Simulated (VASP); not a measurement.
# Ti (Fm-3m) in VASP: further runs

Ti is run at these levels: r2SCAN, PBE; tasks: single point.

All numbers are computed with VASP 6.6.1; they aren't measurements. Logs are shortened: lines on timing, memory, paths and dates and some standing lists are left out, and cuts for length are marked.

## Step 1: The cell of the first run

The structure is cubic, space group Fm-3m (No. 225). Conventional cell: a = 4.167 Å, b = 4.167 Å, c = 4.167 Å, α = 90.00°, β = 90.00°, γ = 90.00°. Within 3.9 Å of Ti (site symmetry m-3m) lie 12 Ti at 2.95 Å.

## Step 2: Single point, r2SCAN

Input file POSCAR:

```
Ti
1.0
    0.0000000000      2.0836287333      2.0836287333
    2.0836287333      0.0000000000      2.0836287333
    2.0836287333      2.0836287333      0.0000000000
Ti
1
Direct
    0.0000000000      0.0000000000      0.0000000000
```

Input file INCAR.step1:

```
ALGO = Normal
EDIFF = 1E-4
ENCUT = 520
GGA = PE
ISMEAR = -1
LASPH = T
LCHARG = F
LREAL = F
LWAVE = T
NBANDS = 12
NELM = 80
PREC = Accurate
SIGMA = 0.1
```

Input file INCAR.step2:

```
ALGO = Normal
EDIFF = 1E-7
ENCUT = 520
ISIF = 2
ISMEAR = -1
ISTART = 1
LASPH = T
LCHARG = F
LMIXTAU = T
LREAL = F
LWAVE = F
METAGGA = R2SCAN
NBANDS = 12
NELM = 80
PREC = Accurate
SIGMA = 0.1
```

Input file KPOINTS:

```
k-points
0
Gamma
  14 14 14
```

Potentials or basis: VASP PAW PBE potentials, release 64 (Ti_sv).

On the command line:

```console
$ cat potpaw_PBE.64/Ti_sv/POTCAR > POTCAR
$ cp INCAR.step1 INCAR
$ mpirun -np 1 vasp_std > vasp.out
$ cp INCAR.step2 INCAR
$ mpirun -np 1 vasp_std > vasp.out
```

OUTCAR:

```text
EDIFF = 1E-7
   ENCUT = 520
   ISIF = 2
   ISMEAR = -1
   ISTART = 1
   LASPH = T
   LREAL = F
   METAGGA = R2SCAN
   NELM = 80
   PREC = Accurate

 ion  position               nearest neighbor table
   1  0.000  0.000  0.000-

  LATTYP: Found a face centered cubic cell.
 ALAT       =     4.1672574666

  Lattice vectors:

 A1 = (   0.0000000000,   2.0836287333,   2.0836287333)
 A2 = (   2.0836287333,   0.0000000000,   2.0836287333)
 A3 = (   2.0836287333,   2.0836287333,   0.0000000000)

Analysis of symmetry for initial positions (statically):
=====================================================================
 Subroutine PRICEL returns:
 Original cell was already a primitive cell.

 Routine SETGRP: Setting up the symmetry group for a
 face centered cubic supercell.

 Subroutine GETGRP returns: Found 48 space group operations
 (whereof 48 operations were pure point group operations)
 out of a pool of 48 trial point group operations.

The static configuration has the point symmetry O_h .

Analysis of symmetry for dynamics (positions and initial velocities):
=====================================================================
 Subroutine PRICEL returns:
 Original cell was already a primitive cell.

 Routine SETGRP: Setting up the symmetry group for a
 face centered cubic supercell.

 Subroutine GETGRP returns: Found 48 space group operations
 (whereof 48 operations were pure point group operations)
 out of a pool of 48 trial point group operations.

The dynamic configuration has the point symmetry O_h .

 Subroutine INISYM returns: Found 48 space group operations
 (whereof 48 operations are pure point group operations),
 and found     1 'primitive' translations

----------------------------------------------------------------------------------------

                                     Primitive cell

  volume of cell :      18.0922

  direct lattice vectors                    reciprocal lattice vectors
     0.000000000  2.083628733  2.083628733    -0.239965975  0.239965975  0.239965975
     2.083628733  0.000000000  2.083628733     0.239965975 -0.239965975  0.239965975
     2.083628733  2.083628733  0.000000000     0.239965975  0.239965975 -0.239965975

  length of vectors
     2.946696014  2.946696014  2.946696014     0.415633260  0.415633260  0.415633260

  position of ions in fractional coordinates (direct lattice)
     0.000000000  0.000000000  0.000000000

  ion indices of the primitive-cell ions
   primitive index   ion index
                 1           1

----------------------------------------------------------------------------------------

 KPOINTS: k-points

Automatic generation of k-mesh.
 Grid dimensions read from file:
 generate k-points for:   14   14   14

 Generating k-lattice:

  Cartesian coordinates                     Fractional coordinates (reciprocal lattice)
    -0.017140427  0.017140427  0.017140427     0.071428571  0.000000000  0.000000000
     0.017140427 -0.017140427  0.017140427     0.000000000  0.071428571  0.000000000
     0.017140427  0.017140427 -0.017140427     0.000000000  0.000000000  0.071428571

  Length of vectors
     0.029688090  0.029688090  0.029688090

  Shift w.r.t. Gamma in fractional coordinates (k-lattice)
     0.000000000  0.000000000  0.000000000

 Subroutine IBZKPT returns following result:
 ===========================================

 Found    104 irreducible k-points:

 Following reciprocal coordinates:
            Coordinates               Weight
  0.000000  0.000000  0.000000      1.000000
  0.071429  0.000000  0.000000      8.000000
  0.142857  0.000000  0.000000      8.000000
  0.214286  0.000000  0.000000      8.000000
  0.285714  0.000000  0.000000      8.000000
  0.357143  0.000000  0.000000      8.000000
[... 16 lines left out ...]
  0.214286  0.142857  0.000000     24.000000
  0.285714  0.142857  0.000000     24.000000
 [... further k-points ...]
   k-points           NKPTS =    104   k-points in BZ     NKDIM =    104   number of bands    NBANDS=     12
   number of dos      NEDOS =    301   number of ions     NIONS =      1
   total plane-waves  NPLWV =  13824
   dimension x,y,z NGX =    24 NGY =   24 NGZ =   24
   dimension x,y,z NGXF=    48 NGYF=   48 NGZF=   48
   ions per type =               1
   NGX,Y,Z   is equivalent  to a cutoff of  13.54, 13.54, 13.54 a.u.
   NGXF,Y,Z  is equivalent  to a cutoff of  27.08, 27.08, 27.08 a.u.
 SYSTEM =  unknown system
   PREC   = accura    normal or accurate (medium, high low for compatibility)
   ISTART =      1    job   : 0-new  1-cont  2-samecut
   ICHARG =      0    charge: 1-file 2-atom 10-const
   ISPIN  =      1    spin polarized calculation?
   LNONCOLLINEAR =      F non collinear calculations
   LSORBIT =      F    spin-orbit coupling
   LASPH  =      T    aspherical Exc in radial PAW
   ENCUT  =  520.0 eV  38.22 Ry    6.18 a.u.   5.48  5.48  5.48*2*pi/ulx,y,z
   NELM   =     80;   NELMIN=  2; NELMDL=  0     # of ELM steps
   EDIFF  = 0.1E-06   stopping-criterion for ELM
   LREAL  =      F    real-space projection
   EDIFFG = 0.1E-05   stopping-criterion for IOM
   NSW    =      0    number of steps for IOM
   IBRION =     -1    ionic relax: 0-MD 1-quasi-New 2-CG
   NFREE  =      0    steps in history (QN), initial steepest desc. (CG)
   ISIF   =      2    stress and relaxation
   ISYM   =      2    0-nonsym 1-usesym 2-fastsym
   POTIM  = 0.5000    time-step for ionic-motion
   TEBEG  =    0.0;   TEEND  =   0.0 temperature during run
   PSTRESS=    0.0 pullay stress
   NELECT =      12.0000    total number of electrons
   NUPDOWN=      -1.0000    fix difference up-down
   EMIN   =  10.00;   EMAX   =-10.00  energy-range for DOS
   EFERMI =   0.00;   METHOD = LEGACY
   ISMEAR =    -1;   SIGMA  =   0.10  broadening in eV -4-tet -1-fermi 0-gaus
   EFERMI_NEDOS =   21; number of points for ismear=-14 and -15
   IALGO  =     38    algorithm
   IMIX   =      4    mixing-type and parameters
     AMIX     =   0.40;   BMIX     =  1.00
     AMIX_MAG =   1.60;   BMIX_MAG =  1.00
  volume/ion in A,a.u.               =      18.09       122.09
  Fermi-wavevector in a.u.,A,eV,Ry     =   1.427704  2.697970 27.733290  2.038339
  Thomas-Fermi vector in A             =   2.547845
   LORBIT       =      0    0 simple, 1 ext, 2 COOP (PROOUT), +10 PAW based schemes
   METAGGA = R2SCAN    functional components
   LHFCALC =     F    Hartree Fock is set to
   AEXX    =    0.0000 exact exchange contribution
   IVDW    =     0    specifies the selected vdW correction
   LEPSILON=     F    determine dielectric tensor
   LRPA    =     F    only Hartree local field effects (RPA)
 non-spin polarized calculation
  energy-cutoff  :      520.00
  volume of cell :       18.09
 maximum number of plane-waves:       531
 NGX is ok and might be reduce to    24
   NGX = 11   NGY = 11   NGZ = 11

 number of electron      11.9999996 magnetization

 Free energy of the ion-electron system (eV)
  ---------------------------------------------------
  ext. energy  EPLUGINS =         0.00000000
  ---------------------------------------------------
  free energy    TOTEN  =       -12.89823099 eV

  energy without entropy =      -12.84499772  energy(sigma->0) =      -12.87161436

 E-fermi :   7.8037     XC(G=0): -12.2047

 val. band max:        7.7972705313   @ k =   0.2857   0.0000   0.0000
 cond. band min:       7.8270310354   @ k =   0.2857   0.1429   0.0714
 fundamental gap:      0.0297605041
 Fermi energy:         7.8036982416

 k-point     1 :       0.0000    0.0000    0.0000
  band No.  band energies     occupation
      1     -51.3231      2.00000
      2     -26.1696      2.00000
      3     -26.1695      2.00000
      4     -26.1695      2.00000
      5       1.4245      2.00000
      6       8.7725      0.00012
      7       8.7725      0.00012
      8       8.7725      0.00012
      9      10.4876      0.00000
     10      10.4876      0.00000
     11      23.3642      0.00000
     12      28.0429      0.00000

 k-point     2 :       0.0714    0.0000    0.0000
  band No.  band energies     occupation
      1     -51.3177      2.00000
      2     -26.2007      2.00000
      3     -26.1735      2.00000
      4     -26.1734      2.00000
      5       1.5896      2.00000
      6       8.6675      0.00035
      7       8.8306      0.00007
      8       8.8306      0.00007
      9      10.4498      0.00000
     10      10.4498      0.00000
     11      23.4725      0.00000
     12      26.7316      0.00000

 k-point     3 :       0.1429    0.0000    0.0000
  band No.  band energies     occupation
      1     -51.3028      2.00000
      2     -26.2875      2.00000
      3     -26.1843      2.00000
      4     -26.1843      2.00000
      5       2.0680      2.00000
      6       8.3950      0.00539
      7       8.9668      0.00002
      8       8.9668      0.00002
      9      10.3827      0.00000
     10      10.3828      0.00000
     11      23.3820      0.00000
     12      24.9052      0.00000

 k-point     4 :       0.2143    0.0000    0.0000
  band No.  band energies     occupation
      1     -51.2810      2.00000
      2     -26.4114      2.00000
      3     -26.2000      2.00000
      4     -26.2000      2.00000
      5       2.8045      2.00000
      6       8.0604      0.14254
      7       9.0609      0.00001
      8       9.0609      0.00001
      9      10.4216      0.00000
     10      10.4216      0.00000
     11      21.8153      0.00000
     12      24.3205      0.00000

 k-point     5 :       0.2857    0.0000    0.0000
  band No.  band energies     occupation
      1     -51.2568      2.00000
      2     -26.5470      2.00000
      3     -26.2174      2.00000
      4     -26.2173      2.00000
      5       3.6873      2.00000
      6       7.7973      1.03213
      7       9.0086      0.00001
      8       9.0087      0.00001
      9      10.6700      0.00000
     10      10.6701      0.00000
     11      19.7956      0.00000
     12      23.8560      0.00000
[... 228 lines left out ...]
      1     -51.3092      2.00000
      2     -26.2437      2.00000
      3     -26.1912      2.00000
      4     -26.1747      2.00000
      5       1.8592      2.00000
      6       8.4967      0.00195
      7       8.9193      0.00003
      8       8.9282      0.00003
      9      10.2936      0.00000
     10      10.5036      0.00000
     11      23.5842      0.00000
     12      25.6200      0.00000

 k-point    22 :       0.1429    0.1429    0.0000
  band No.  band energies     occupation
      1     -51.2960      2.00000
      2     -26.2844      2.00000
      3     -26.2100      2.00000
      4     -26.2099      2.00000
      5       2.2761      2.00000
      6       8.1680      0.05099
      7       9.1474      0.00000
      8       9.1474      0.00000
      9       9.9096      0.00000
     10      10.6688      0.00000
     11      23.9401      0.00000
     12      25.4921      0.00000

 k-point    23 :       0.2143    0.1429    0.0000
  band No.  band energies     occupation
      1     -51.2798      2.00000
      2     -26.3646      2.00000
      3     -26.2300      2.00000
      4     -26.2252      2.00000
      5       2.8165      2.00000
      6       7.8796      0.63775
      7       9.2299      0.00000
      8       9.3285      0.00000
      9       9.7963      0.00000
     10      10.7628      0.00000
     11      23.4644      0.00000
     12      24.4241      0.00000

 k-point    24 :       0.2857    0.1429    0.0000
  band No.  band energies     occupation
      1     -51.2587      2.00000
      2     -26.4749      2.00000
      3     -26.2498      2.00000
      4     -26.2438      2.00000
      5       3.5742      2.00000
      6       7.5987      1.77195
      7       8.9607      0.00002
      8       9.4135      0.00000
      9      10.1639      0.00000
     10      10.9422      0.00000
     11      21.4533      0.00000
     12      24.0720      0.00000

 [... further k-points ...]
[... 5 lines left out ...]
  --------------------------------------------------------------------------------------
  -------------------------------------------------------------------------------------
  Total       -0.4234950     -0.4234950     -0.4234950     -0.0000000     -0.0000000      0.0000000
  in kB      -37.5031594    -37.5031594    -37.5031594     -0.0000000     -0.0000000      0.0000000
  external PRESSURE =     -37.5031594 kB  Pullay stress =       0.0000000 kB

 VOLUME and BASIS-vectors are now :
 -----------------------------------------------------------------------------
  energy-cutoff  :      520.00
  volume of cell :       18.09
      direct lattice vectors                 reciprocal lattice vectors
     0.000000000  2.083628733  2.083628733    -0.239965975  0.239965975  0.239965975
     2.083628733  0.000000000  2.083628733     0.239965975 -0.239965975  0.239965975
     2.083628733  2.083628733  0.000000000     0.239965975  0.239965975 -0.239965975

 POSITION                                       TOTAL-FORCE (eV/Angst)
 -----------------------------------------------------------------------------------
      0.00000      0.00000      0.00000         0.000000      0.000000      0.000000
 -----------------------------------------------------------------------------------
    total drift:                               -0.000000      0.000000      0.000000

  FREE ENERGIE OF THE ION-ELECTRON SYSTEM (eV)
  ---------------------------------------------------
  free  energy   TOTEN  =       -12.8982309906 eV

  energy  without entropy=      -12.8449977244  energy(sigma->0) =      -12.87161436
```

Run time: 1.8 min. Hardware: 1 thread of Intel Xeon Platinum 8259CL at 2.50GHz (Skylake/Cascade Lake), shared host; peak memory 0.15 GiB.

Results:

| Property | Result |
| --- | --- |
| Free energy | -12.8982 eV |
| Pressure | -3.8 GPa |
| Band gap on the k mesh | zero (band 6 reaches 8.77 eV, above the bottom of band 7 at 7.46 eV) |

Caveat: the PAW data sets were made with another functional, which shifts forces and pressure a little.

(Continued in part 2 of 2.)
